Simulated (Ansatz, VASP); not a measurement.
One calculation of BaF2, two programs

The input INCAR:

```
SYSTEM = BaF2
  ALGO = Normal
  EDIFF = 1E-6
  ENCUT = 600
  GGA = PE
  GGA_COMPAT = .False.
  ISIF = 2
  ISMEAR = -1
  LASPH = .True.
  LCHARG = .True.
  LELF = .True.
  LREAL = .False.
  LVHAR = .True.
  LWAVE = .False.
  NBANDS = 19
  NELM = 120
  PREC = Accurate
  SIGMA = 0.05
```

Contents of KPOINTS:

```
k-points
0
Gamma
  6 6 6
  0 0 0
```

The input POSCAR:

```
BaF2
1.0
    0.0000000000      3.1542102679      3.1542102679
    3.1542102679      0.0000000000      3.1542102679
    3.1542102679      3.1542102679      0.0000000000
Ba F
1 2
Direct
    0.0000000000      0.0000000000      0.0000000000
    0.2500000000      0.2500000000      0.2500000000
    0.7500000000      0.7500000000      0.7500000000
```

Input for Ansatz:

```yaml
crystal:
  lattice:
    - [0.0, 3.15421026788041, 3.15421026788041]
    - [3.15421026788041, 0.0, 3.15421026788041]
    - [3.15421026788041, 3.15421026788041, 0.0]
  atoms:
    - { symbol: Ba, position: [0.0, 0.0, 0.0] }
    - { symbol: F, position: [0.25, 0.25, 0.25] }
    - { symbol: F, position: [0.75, 0.75, 0.75] }
basis:
  ecutwfc: 500.0
kpoints:
  mp_grid:
    grid: [6, 6, 6]
hamiltonian:
  xc: pbe
  pseudopotentials:
    kind: paw
scf:
  occupations:
    method: fermi_dirac
    width: 0.05
output:
  stress: true
```

Alike in both runs: task single point; functional PBE; k mesh 6 × 6 × 6; occupations fermi-dirac, width 0.05 eV; no spin polarisation.

|  | VASP | Ansatz |
| --- | --- | --- |
| version | VASP 6.6.1 | Ansatz 0.2.0 |
| potentials or method | VASP PAW PBE potentials, release 64 (Ba_sv, F), cutoff 600 eV | plane waves, PAW |
| valence electrons in the cell | 24 | 24 |

VASP gave:

* pressure (GPa): -0.7

What did Ansatz give for the same quantities?

Pressure (GPa): -1.5.

Neither program's run includes spin-orbit coupling.
